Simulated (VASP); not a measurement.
Here is a VASP 6.6.1 calculation.

File INCAR:

```
  PREC = Accurate
  ENCUT = 520
  EDIFF = 1E-6
  ISMEAR = 0
  SIGMA = 0.05
  LREAL = False
  LASPH = True
  NELM = 60
  ALGO = Normal
  ISIF = 2
  LWAVE = False
  LCHARG = False
  GGA = PE
  NBANDS = 26
```

File KPOINTS:

```
regular mesh
0
Gamma
  9 9 2
```

POSCAR

```
MgO
1.0
    3.2805263433      0.0000000000      0.0000000000
   -1.6402631717      2.8410191511      0.0000000000
    0.0000000000      0.0000000000     10.5138967343
Mg O
4 4
Direct
    0.3526925833      0.7053851667      0.9694906392
   -0.0134979456     -0.0269958911      0.2208211786
    0.0134979456      0.0269958911      0.7208211786
    0.6473074167      0.2946148333      0.4694906392
    0.3479344020      0.6958688040      0.7800420079
   -0.0177099873     -0.0354199746      0.5296443544
    0.0177099873      0.0354199746      0.0296443544
    0.6520655980      0.3041311960      0.2800420079
```

Potentials or basis: VASP PAW PBE potentials, release 64 (Mg, O).

Command:

```sh
$ cat potpaw_PBE.64/Mg/POTCAR potpaw_PBE.64/O/POTCAR > POTCAR
$ mpirun -np 1 vasp_std > vasp.out
```

Question: What does it give for the largest force?

Answer: 0.116 eV/Å.

Question: Estimate the band gap on the k mesh.

Answer: 3.41 eV, direct.

Question: Estimate the pressure.

Answer: -0.5 GPa.

Forces on the atoms (eV/Å):
```
Mg   0.000 -0.115 -0.017
Mg   0.000  0.081 -0.026
Mg   0.000 -0.081 -0.026
Mg   0.000  0.115 -0.017
O    0.000 -0.052  0.006
O    0.000  0.068  0.036
O    0.000 -0.068  0.036
O    0.000  0.052  0.006
```

Caveat: the cell differs from its parent crystal (mode 4 frozen in at +0.000 Å and mode 5 at +0.110 Å (largest displacements)).
